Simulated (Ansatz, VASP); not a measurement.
**SnTe: VASP beside Ansatz**

Contents of INCAR:

```
PREC = Accurate
ENCUT = 520
EDIFF = 1E-7
ISMEAR = -1
SIGMA = 0.05
LREAL = F
LASPH = T
NELM = 150
ALGO = Normal
ISIF = 2
LWAVE = F
LCHARG = F
MAGMOM = 0 0 0 0 0 0
LORBIT = 11
LSORBIT = T
GGA_COMPAT = F
LORBMOM = T
GGA = PS
NBANDS = 32
```

KPOINTS

```
Automatic mesh
0
Gamma
  5 5 5
```

Contents of POSCAR:

```
SnTe
1.0
    0.0000000000      3.6111460000      3.6111460000
    3.6111460000      0.0000000000      3.6111460000
    3.6111460000      3.6111460000      0.0000000000
Te Sn
1 1
Direct
    0.2500000000      0.2500000000      0.2500000000
    0.0000000000      0.0000000000      0.0000000000
```

Contents of input.yaml:

```yaml
crystal:
  lattice:
    - [0.0, 3.611146, 3.611146]
    - [3.611146, 0.0, 3.611146]
    - [3.611146, 3.611146, 0.0]
  atoms:
    - { symbol: Te, position: [0.25, 0.25, 0.25] }
    - { symbol: Sn, position: [0.0, 0.0, 0.0] }
hamiltonian:
  xc: pbesol
  pseudopotentials: { kind: paw_fr }
magnetization:
  noncollinear: true
  spin_orbit: true
kpoints:
  mp_grid: { grid: [5, 5, 5] }
  band_path:
    path:
      - [[0.0, 0.0, 0.0], [0.5, 0.0, 0.5], [0.5, 0.25, 0.75], [0.375, 0.375, 0.75], [0.0, 0.0, 0.0], [0.5, 0.5, 0.5], [0.625, 0.25, 0.625], [0.5, 0.25, 0.75], [0.5, 0.5, 0.5], [0.375, 0.375, 0.75]]
      - [[0.625, 0.25, 0.625], [0.5, 0.0, 0.5]]
    npoints: 14
scf:
  occupations: { method: fermi_dirac, width: 0.05 }
  n_extra_bands: 6
output:
  forces: true
  stress: true
  eigenvalues: true
  fatbands: true
```

Alike in both runs: functional PBEsol; k mesh 5 × 5 × 5; occupations fermi-dirac, width 0.05 eV; non-collinear spin, spin-orbit coupling.

```csv
,VASP,Ansatz
version,VASP 6.6.1,Ansatz 0.2.0
potentials or method,"VASP PAW PBE potentials, release 64 (Te, Sn_d)",Ansatz PAW
plane-wave cutoff (eV),520,420
valence electrons in the cell,20,30
task,single point,band structure
```

|  | VASP | Ansatz | Ansatz less VASP |
| --- | --- | --- | --- |
| pressure (GPa) | -1.4 | -1.4 | -0.01 |
| net moment per atom (μB) | 0.00 | 0.00 | 0.000 |

VASP's potentials were made for PBE, not for PBEsol. With one functional, cell and mesh, what is left measures potentials, basis and numerics. VASP's potentials hold 20 valence electrons a cell and Ansatz's 30, so a difference there can come from the potentials and not from the codes.
